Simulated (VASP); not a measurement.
# Be (P6/mmm) in VASP: further runs

The runs below take Be through single point, relaxation of cell and atoms, with revPBE.

All numbers are computed with VASP 6.6.1; they aren't measurements. Logs are shortened: lines on timing, memory, paths and dates and some standing lists are left out, and cuts for length are marked.

## Step 1: The cell of the first run

The structure is hexagonal, space group P6/mmm (No. 191). The conventional cell has a = 3.733 Å, b = 3.733 Å, c = 2.298 Å, α = 90.00°, β = 90.00°, γ = 120.00°. Within 3.0 Å of Be (site symmetry 6/mmm) lie 14 Be at 2.30 to 2.44 Å. Within 2.9 Å of Be (site symmetry -6m2) lie 11 Be at 2.16 to 2.44 Å.

This isn't the form of Be at room conditions, which is hcp.

## Step 2: Single point, revPBE (9.25 Å³/atom)

Input file INCAR:

```
ALGO = Normal ; EDIFF = 1E-7
ENCUT = 520 ; GGA = RE
ISIF = 2 ; ISMEAR = -1
LASPH = True ; LCHARG = True
LELF = True ; LREAL = False
LVHAR = True ; LWAVE = False
NBANDS = 10 ; NELM = 80
PREC = Accurate ; SIGMA = 0.1
```

Input file KPOINTS:

```
k-points
0
Gamma
  11 11 16
```

Input file POSCAR:

```
Be
1.0
    3.7332274825      0.0000000000      0.0000000000
   -1.8666137412      3.2330698379      0.0000000000
    0.0000000000      0.0000000000      2.2982324597
Be
3
Direct
    0.0000000000      0.0000000000      0.0000000000
    0.3333333333      0.6666666667      0.5000000000
    0.6666666667      0.3333333333      0.5000000000
```

Potentials or basis: VASP PAW PBE potentials, release 64 (Be).

On the command line:

```sh
> cat potpaw_PBE.64/Be/POTCAR > POTCAR
> mpirun -np 1 vasp_std > vasp.out
```

OUTCAR:

```text
EDIFF = 1E-7
   ENCUT = 520
   GGA = RE
   ISIF = 2
   ISMEAR = -1
   LASPH = True
   LREAL = False
   NELM = 80
   PREC = Accurate

 ion  position               nearest neighbor table
   1  0.000  0.000  0.000-
   2  0.333  0.667  0.500-   3 2.16   3 2.16   3 2.16
   3  0.667  0.333  0.500-   2 2.16   2 2.16   2 2.16

  LATTYP: Found a hexagonal cell.
 ALAT       =     3.7332274825
 C/A-ratio  =     0.6156154348

  Lattice vectors:

 A1 = (   3.7332274825,   0.0000000000,   0.0000000000)
 A2 = (  -1.8666137412,   3.2330698379,   0.0000000000)
 A3 = (   0.0000000000,   0.0000000000,   2.2982324597)

Analysis of symmetry for initial positions (statically):
=====================================================================
 Subroutine PRICEL returns:
 Original cell was already a primitive cell.

 Routine SETGRP: Setting up the symmetry group for a
 hexagonal supercell.

 Subroutine GETGRP returns: Found 24 space group operations
 (whereof 24 operations were pure point group operations)
 out of a pool of 24 trial point group operations.

The static configuration has the point symmetry D_6h.

Analysis of symmetry for dynamics (positions and initial velocities):
=====================================================================
 Subroutine PRICEL returns:
 Original cell was already a primitive cell.

 Routine SETGRP: Setting up the symmetry group for a
 hexagonal supercell.

 Subroutine GETGRP returns: Found 24 space group operations
 (whereof 24 operations were pure point group operations)
 out of a pool of 24 trial point group operations.

The dynamic configuration has the point symmetry D_6h.

 Subroutine INISYM returns: Found 24 space group operations
 (whereof 24 operations are pure point group operations),
 and found     1 'primitive' translations

----------------------------------------------------------------------------------------

                                     Primitive cell

  volume of cell :      27.7392

  direct lattice vectors                    reciprocal lattice vectors
     3.733227482  0.000000000  0.000000000     0.267864738  0.154651778  0.000000000
    -1.866613741  3.233069838  0.000000000     0.000000000  0.309303557  0.000000000
     0.000000000  0.000000000  2.298232460     0.000000000  0.000000000  0.435116994

  length of vectors
     3.733227482  3.733227482  2.298232460     0.309303557  0.309303557  0.435116994

  position of ions in fractional coordinates (direct lattice)
     0.000000000  0.000000000  0.000000000
     0.333333333  0.666666667  0.500000000
     0.666666667  0.333333333  0.500000000

  ion indices of the primitive-cell ions
   primitive index   ion index
                 1           1
                 2           2
                 3           3

----------------------------------------------------------------------------------------

 KPOINTS: k-points

Automatic generation of k-mesh.
 Grid dimensions read from file:
 generate k-points for:   11   11   16

 Generating k-lattice:

  Cartesian coordinates                     Fractional coordinates (reciprocal lattice)
     0.024351340  0.014059253  0.000000000     0.090909091 -0.000000000  0.000000000
     0.000000000  0.028118505  0.000000000     0.000000000  0.090909091  0.000000000
     0.000000000  0.000000000  0.027194812     0.000000000  0.000000000  0.062500000

  Length of vectors
     0.028118505  0.028118505  0.027194812

  Shift w.r.t. Gamma in fractional coordinates (k-lattice)
     0.000000000  0.000000000  0.000000000

 Subroutine IBZKPT returns following result:
 ===========================================

 Found    144 irreducible k-points:

 Following reciprocal coordinates:
            Coordinates               Weight
  0.000000  0.000000  0.000000      1.000000
  0.090909  0.000000  0.000000      6.000000
  0.181818  0.000000  0.000000      6.000000
  0.272727  0.000000  0.000000      6.000000
  0.363636  0.000000  0.000000      6.000000
  0.454545  0.000000  0.000000      6.000000
[... 16 lines left out ...]
  0.090909  0.090909  0.062500     12.000000
  0.181818  0.090909  0.062500     24.000000
 [... further k-points ...]
   k-points           NKPTS =    144   k-points in BZ     NKDIM =    144   number of bands    NBANDS=     10
   number of dos      NEDOS =    301   number of ions     NIONS =      3
   total plane-waves  NPLWV =  14112
   dimension x,y,z NGX =    28 NGY =   28 NGZ =   18
   dimension x,y,z NGXF=    56 NGYF=   56 NGZF=   36
   ions per type =               3
   NGX,Y,Z   is equivalent  to a cutoff of  12.47, 12.47, 13.02 a.u.
   NGXF,Y,Z  is equivalent  to a cutoff of  24.94, 24.94, 26.04 a.u.
 SYSTEM =  unknown system
   PREC   = accura    normal or accurate (medium, high low for compatibility)
   ISTART =      0    job   : 0-new  1-cont  2-samecut
   ICHARG =      2    charge: 1-file 2-atom 10-const
   ISPIN  =      1    spin polarized calculation?
   LNONCOLLINEAR =      F non collinear calculations
   LSORBIT =      F    spin-orbit coupling
   LASPH  =      T    aspherical Exc in radial PAW
   ENCUT  =  520.0 eV  38.22 Ry    6.18 a.u.   6.94  6.94  4.27*2*pi/ulx,y,z
   NELM   =     80;   NELMIN=  2; NELMDL= -5     # of ELM steps
   EDIFF  = 0.1E-06   stopping-criterion for ELM
   LREAL  =      F    real-space projection
   EDIFFG = 0.1E-05   stopping-criterion for IOM
   NSW    =      0    number of steps for IOM
   IBRION =     -1    ionic relax: 0-MD 1-quasi-New 2-CG
   NFREE  =      0    steps in history (QN), initial steepest desc. (CG)
   ISIF   =      2    stress and relaxation
   ISYM   =      2    0-nonsym 1-usesym 2-fastsym
   POTIM  = 0.5000    time-step for ionic-motion
   TEBEG  =    0.0;   TEEND  =   0.0 temperature during run
   PSTRESS=    0.0 pullay stress
   NELECT =       6.0000    total number of electrons
   NUPDOWN=      -1.0000    fix difference up-down
   EMIN   =  10.00;   EMAX   =-10.00  energy-range for DOS
   EFERMI =   0.00;   METHOD = LEGACY
   ISMEAR =    -1;   SIGMA  =   0.10  broadening in eV -4-tet -1-fermi 0-gaus
   EFERMI_NEDOS =   21; number of points for ismear=-14 and -15
   IALGO  =     38    algorithm
   IMIX   =      4    mixing-type and parameters
     AMIX     =   0.40;   BMIX     =  1.00
     AMIX_MAG =   1.60;   BMIX_MAG =  1.00
  volume/ion in A,a.u.               =       9.25        62.40
  Fermi-wavevector in a.u.,A,eV,Ry     =   0.982715  1.857061 13.139527  0.965728
  Thomas-Fermi vector in A             =   2.113818
   LORBIT       =      0    0 simple, 1 ext, 2 COOP (PROOUT), +10 PAW based schemes
   GGA     = RE    functional components
   LHFCALC =     F    Hartree Fock is set to
   AEXX    =    0.0000 exact exchange contribution
   IVDW    =     0    specifies the selected vdW correction
   LEPSILON=     F    determine dielectric tensor
   LRPA    =     F    only Hartree local field effects (RPA)
 non-spin polarized calculation
  energy-cutoff  :      520.00
  volume of cell :       27.74
 maximum number of plane-waves:       760
 NGX is ok and might be reduce to    28
   NGX = 13   NGY = 13   NGZ =  9

 number of electron       6.0000000 magnetization

 Free energy of the ion-electron system (eV)
  ---------------------------------------------------
  ext. energy  EPLUGINS =         0.00000000
  ---------------------------------------------------
  free energy    TOTEN  =       -10.02146539 eV

  energy without entropy =       -9.99942862  energy(sigma->0) =      -10.01044701

 E-fermi :   6.3502     XC(G=0): -10.1063

 val. band max:        6.3485698540   @ k =   0.2727   0.1818   0.5000
 cond. band min:       6.3650919517   @ k =   0.3636   0.2727   0.5000
 fundamental gap:      0.0165220977
 Fermi energy:         6.3501864682

 k-point     1 :       0.0000    0.0000    0.0000
  band No.  band energies     occupation
      1      -4.6552      2.00000
      2       5.4238      1.99981
      3       5.4238      1.99981
      4       5.6236      1.99860
      5       5.6236      1.99860
      6      10.9470      0.00000
      7      11.1103      0.00000
      8      16.0156      0.00000
      9      23.6472      0.00000
     10      23.7355      0.00000

 k-point     2 :       0.0909    0.0000    0.0000
  band No.  band energies     occupation
      1      -4.5639      2.00000
      2       4.1067      2.00000
      3       4.3772      2.00000
      4       6.4868      0.40635
      5       6.8923      0.00880
      6      11.3365      0.00000
      7      11.4962      0.00000
      8      16.1198      0.00000
      9      23.3417      0.00000
     10      23.4679      0.00000

 k-point     3 :       0.1818    0.0000    0.0000
  band No.  band energies     occupation
      1      -4.2899      2.00000
      2       2.5849      2.00000
      3       3.4622      2.00000
      4       6.8145      0.01907
      5       8.4718      0.00000
      6      12.1292      0.00000
      7      12.8435      0.00000
      8      16.4311      0.00000
      9      22.2117      0.00000
     10      22.7086      0.00000

 k-point     4 :       0.2727    0.0000    0.0000
  band No.  band energies     occupation
      1      -3.8334      2.00000
      2       1.1242      2.00000
      3       2.7735      2.00000
      4       6.7996      0.02209
      5      10.2606      0.00000
      6      13.1833      0.00000
      7      14.7617      0.00000
      8      16.9448      0.00000
      9      20.7460      0.00000
     10      21.0784      0.00000
[... 222 lines left out ...]
 k-point    22 :       0.4545    0.0000    0.0625
  band No.  band energies     occupation
      1      -2.2883      2.00000
      2      -1.2873      2.00000
      3       2.1891      2.00000
      4       6.6812      0.07043
      5      14.4596      0.00000
      6      15.7438      0.00000
      7      16.7632      0.00000
      8      16.9678      0.00000
      9      17.9212      0.00000
     10      18.0969      0.00000

 k-point    23 :       0.0909    0.0909    0.0625
  band No.  band energies     occupation
      1      -4.2953      2.00000
      2       3.3926      2.00000
      3       3.3972      2.00000
      4       7.4442      0.00004
      5       7.5667      0.00001
      6      12.0278      0.00000
      7      12.1435      0.00000
      8      15.6924      0.00000
      9      22.4262      0.00000
     10      22.6547      0.00000

 k-point    24 :       0.1818    0.0909    0.0625
  band No.  band energies     occupation
      1      -3.9298      2.00000
      2       1.9639      2.00000
      3       2.6770      2.00000
      4       7.5415      0.00001
      5       9.0058      0.00000
      6      13.1074      0.00000
      7      13.7546      0.00000
      8      16.0524      0.00000
      9      20.9147      0.00000
     10      21.8448      0.00000

 [... further k-points ...]

------------------------ aborting loop because EDIFF is reached ----------------------------------------

  FORCE on cell =-STRESS in cart. coord.  units (eV):
  Direction    XX          YY          ZZ          XY          YZ          ZX
  --------------------------------------------------------------------------------------
  -------------------------------------------------------------------------------------
  Total       -2.0063600     -2.0063600     -1.3587886     -0.0000000      0.0000000     -0.0000000
  in kB     -115.8846573   -115.8846573    -78.4818022     -0.0000000      0.0000000     -0.0000000
  external PRESSURE =    -103.4170389 kB  Pullay stress =       0.0000000 kB

 VOLUME and BASIS-vectors are now :
 -----------------------------------------------------------------------------
  energy-cutoff  :      520.00
  volume of cell :       27.74
      direct lattice vectors                 reciprocal lattice vectors
     3.733227482  0.000000000  0.000000000     0.267864738  0.154651778  0.000000000
    -1.866613741  3.233069838  0.000000000     0.000000000  0.309303557  0.000000000
     0.000000000  0.000000000  2.298232460     0.000000000  0.000000000  0.435116994

 POSITION                                       TOTAL-FORCE (eV/Angst)
 -----------------------------------------------------------------------------------
      0.00000      0.00000      0.00000         0.000000      0.000000     -0.000000
     -0.00000      2.15538      1.14912        -0.000000      0.000000     -0.000000
      1.86661      1.07769      1.14912        -0.000000     -0.000000      0.000000
 -----------------------------------------------------------------------------------
    total drift:                                0.000000     -0.000000     -0.000000

  FREE ENERGIE OF THE ION-ELECTRON SYSTEM (eV)
  ---------------------------------------------------
  free  energy   TOTEN  =       -10.0214653937 eV

  energy  without entropy=       -9.9994286173  energy(sigma->0) =      -10.01044701
```

Wall time 27 s (1 thread of Intel Xeon 8259CL, shared host); peak memory 0.15 GiB.

What came out:

- Free energy: -10.0215 eV
- Pressure: -10.3 GPa
- Band gap on the k mesh: zero (bands 3 and 4 overlap by 4.24 eV)

Levels at points of the mesh, in eV from the Fermi level:
```
           k point  band 1  band 2  band 3  band 4  band 5  band 6  band 7  band 8
(0.00, 0.00, 0.00)  -11.01   -0.93   -0.93   -0.73   -0.73    4.60    4.76    9.67
(0.00, 0.00, 0.50)   -5.81   -5.24    3.52    3.52    4.09    5.52    5.52    6.60
```

Caveat: the cell stands under tension; the PAW data sets were made with another functional, which shifts forces and pressure a little.

## Step 3: Single point, revPBE

This run uses another cell than the first one, of 8.26 Å³/atom.

Input file INCAR:

```
PREC = Accurate
ENCUT = 520
EDIFF = 1E-7
ISMEAR = -1
SIGMA = 0.1
LREAL = False
LASPH = True
NELM = 60
ALGO = Normal
ISIF = 2
LWAVE = False
LCHARG = False
GGA = RE
NBANDS = 10
```

Input file KPOINTS:

```
regular mesh
0
Gamma
  13 13 19
```

Input file POSCAR:

```
Be
1.0
    3.5948307396      0.0000000000      0.0000000000
   -1.7974153698      3.1132147428      0.0000000000
    0.0000000000      0.0000000000      2.2130332886
Be
3
Direct
    0.0000000000      0.0000000000      0.0000000000
    0.3333333333      0.6666666667      0.5000000000
    0.6666666667      0.3333333333      0.5000000000
```

Potentials or basis: VASP PAW PBE potentials, release 64 (Be).

On the command line:

```sh
> cat potpaw_PBE.64/Be/POTCAR > POTCAR
> mpirun -np 1 vasp_std > vasp.out
```

Wall time 37 s (1 thread of Intel Xeon 8259CL, shared host); peak memory 0.16 GiB.

It converged, with:

| Property | Result |
| --- | --- |
| Free energy | -10.1255 eV |
| Pressure | 0.1 GPa |
| Band gap on the k mesh | zero (bands 3 and 4 overlap by 4.59 eV) |

Stress tensor (GPa, compression positive):
```
-0.10  0.00  0.00
 0.00 -0.10  0.00
 0.00  0.00  0.59
```

Levels at points of the mesh, in eV from the Fermi level:
```tsv
k point	band 1	band 2	band 3	band 4	band 5	band 6	band 7	band 8
(0.00, 0.00, 0.00)	-11.73	-1.13	-1.13	-0.91	-0.91	5.31	5.53	10.46
```

Caveat: the PAW data sets were made with another functional, which shifts forces and pressure a little.

## Step 4: Relaxation of cell and atoms, revPBE

This run uses another cell than the first one, of 8.11 Å³/atom.

Input file INCAR:

```
SYSTEM = Be
PREC = Accurate
ENCUT = 600
EDIFF = 1E-7
ISMEAR = -1
SIGMA = 0.1
LREAL = .FALSE.
LASPH = .TRUE.
NELM = 60
ALGO = Normal
ISIF = 3
LWAVE = .FALSE.
LCHARG = .FALSE.
GGA = RE
IBRION = 2
NSW = 80
EDIFFG = -0.01
```

Input file KPOINTS:

```
Automatic mesh
0
G
  10 10 14
  0 0 0
```

Input file POSCAR:

```
Be
1.0
    3.5790237631      0.0000000000      0.0000000000
   -1.7895118815      3.0995254996      0.0000000000
    0.0000000000      0.0000000000      2.1939415668
Be
3
Direct
    0.0000000000      0.0000000000      0.0000000000
    0.3333333333      0.6666666667      0.5000000000
    0.6666666667      0.3333333333      0.5000000000
```

On the command line:

```sh
> cat potpaw_PBE.64/Be/POTCAR > POTCAR
> mpirun -np 1 vasp_std > vasp.out
```

It took 55 s on 1 thread of Intel Xeon 8259CL, shared host; peak memory 0.15 GiB.

The run converged. Its results:

| Property | Result |
| --- | --- |
| Free energy | -10.1249 eV |
| Relaxed volume | 8.26 Å³/atom |
| Relaxed cell | a = 3.595 Å, b = 3.595 Å, c = 2.213 Å, α = 90.00°, β = 90.00°, γ = 120.00° |
| Space group after relaxing (to 0.1 Å) | P6/mmm (No. 191) |
| Energy gained by relaxing | 0.9 meV/atom |
| Ionic steps | 5 |
| Pressure after relaxing | 0.0 GPa |
| Band gap on the k mesh | zero (bands 3 and 4 overlap by 4.67 eV) |

Step by step:
| step | energy change (eV) | largest force (eV/Å) | pressure (GPa) | volume (Å³) |
| --- | --- | --- | --- | --- |
| 1 | 0.0000 | 0.0000 | 1.94 | 24.34 |
| 2 | -0.0026 | 0.0000 | 0.35 | 24.69 |
| 3 | -0.0027 | 0.0000 | -0.07 | 24.78 |
| 4 | -0.0027 | 0.0000 | -0.03 | 24.77 |
| 5 | -0.0028 | 0.0000 | 0.01 | 24.77 |

Final structure:
```cif
data_structure
_symmetry_space_group_name_H-M 'P 1'
_symmetry_Int_Tables_number 1
_cell_length_a 3.5955
_cell_length_b 3.5955
_cell_length_c 2.2126
_cell_angle_alpha 90.000
_cell_angle_beta 90.000
_cell_angle_gamma 120.000
_cell_volume 24.77
loop_
_atom_site_label
_atom_site_type_symbol
_atom_site_fract_x
_atom_site_fract_y
_atom_site_fract_z
_atom_site_occupancy
Be1 Be 0.00000 0.00000 0.00000 1
Be2 Be 0.33333 0.66667 0.50000 1
Be3 Be 0.66667 0.33333 0.50000 1
```

Levels at points of the mesh, in eV from the Fermi level:
| k point | band 1 | band 2 | band 3 | band 4 | band 5 | band 6 | band 7 |
| --- | --- | --- | --- | --- | --- | --- | --- |
| (0.00, 0.00, 0.00) | -11.73 | -1.14 | -1.14 | -0.92 | -0.92 | 5.30 | 5.52 |
| (0.50, 0.00, 0.00) | -8.88 | -8.81 | -4.78 | 0.51 | 9.61 | 10.04 | 11.14 |
| (0.00, 0.00, 0.50) | -6.36 | -5.59 | 3.75 | 3.75 | 4.36 | 5.89 | 5.89 |
| (0.50, 0.00, 0.50) | -4.34 | -4.24 | -1.76 | -0.61 | 1.37 | 3.79 | 5.57 |

Caveat: the PAW data sets were made with another functional, which shifts forces and pressure a little.

## Step 5: Summary

```csv
task,cell,k mesh,cutoff (eV),gap on the mesh (eV),pressure (GPa)
single point,"a = 3.733, b = 3.733, c = 2.298 Å, angles 90.0, 90.0, 120.0°, 3 atoms",11 × 11 × 16,520,none,-10.3
single point,"a = 3.595, b = 3.595, c = 2.213 Å, angles 90.0, 90.0, 120.0°, 3 atoms",13 × 13 × 19,520,none,0.1
relaxation of cell and atoms,"relaxed from a = 3.579, b = 3.579, c = 2.194 Å, angles 90.0, 90.0, 120.0°, 3 atoms",10 × 10 × 14,600,none,0.0
```

Alike in all rows: level revPBE; potentials or basis VASP PAW PBE potentials, release 64 (Be); no spin polarisation; smearing fermi-dirac 0.1 eV.

Caveats: the PAW data sets were made with another functional, which shifts forces and pressure a little; the cell stands under tension (at least some runs).

Total energies depend on the potentials used, so only differences within one code and one set of settings carry meaning.
